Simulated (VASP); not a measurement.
Crystal: NaI.

```
Na I
1.0
     0.00000    3.21866    3.21866
     3.21866    0.00000    3.21866
     3.21866    3.21866    0.00000
Na I
1 1
Direct
  0.00000 0.00000 0.00000
  0.50000 0.50000 0.50000
```

- Program: VASP 6.6.1
- Task: relaxation of cell and atoms
- Functional: PBE
- Potentials or basis: VASP PAW PBE potentials, release 64 (Na_pv, I)
- Cutoff: 600 eV
- k mesh: 6 × 6 × 6
- Occupations: gaussian, width 0.02 eV
- Spin: no spin polarisation

At the start: pressure 0.7 GPa; volume 33.34 Å³/atom.

Q: How do energy, volume and symmetry change on relaxing?

A: Over 3 steps the energy falls by 3.2 meV/atom and the volume is 34.92 Å³/atom (+4.7 %); space group Fm-3m (No. 225, to 0.1 Å) before and after.

The path:
```
step  energy change (eV)  largest force (eV/Å)  pressure (GPa)  volume (Å³)
   1              0.0000                0.0000            0.73        66.69
   2             -0.0049                0.0000            0.35        68.16
   3             -0.0064                0.0000           -0.04        69.85
```

Final structure:
```yaml
crystal:
  lattice:
    - [0.00000, 3.26866, 3.26866]
    - [3.26866, 0.00000, 3.26866]
    - [3.26866, 3.26866, 0.00000]
  atoms:
    - { symbol: Na, position: [0.00000, 0.00000, 0.00000] }
    - { symbol: I, position: [0.50000, 0.50000, 0.50000] }
```
